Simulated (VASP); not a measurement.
Crystal: SnSe.

```
Sn Se
1.0
     0.00000    2.94855    2.94855
     2.94855    0.00000    2.94855
     2.94855    2.94855    0.00000
Sn Se
1 1
Direct
  0.00000 0.00000 0.00000
  0.50000 0.50000 0.50000
```

Base run:

* Program: VASP 6.6.1
* Functional: r2SCAN
* Potentials or basis: VASP PAW PBE potentials, release 64 (Sn_d, Se)
* Cutoff: 520 eV
* k mesh: 8 × 8 × 8
* Occupations: fermi-dirac, width 0.05 eV
* Spin: no spin polarisation

Its results: band gap on the k mesh 0.72 eV, indirect (least direct gap 0.76 eV); pressure 3.6 GPa.

Task: The run is repeated on the same cell with these changes: further incar settings from ALGO = Normal; EDIFF = 1e-06; NBANDS = 17 to ALGO = Normal; EDIFF = 1e-07; NBANDS = 17; dispersion from none to D4. What comes out?

Result: Band gap on the k mesh 0.72 eV, indirect (least direct gap 0.76 eV); pressure 2.8 GPa.

Caveats: the PAW data sets were made with another functional, which shifts forces and pressure a little; spin-orbit coupling is left out, which moves the levels of the heavy elements.

A k mesh can miss the band edges.
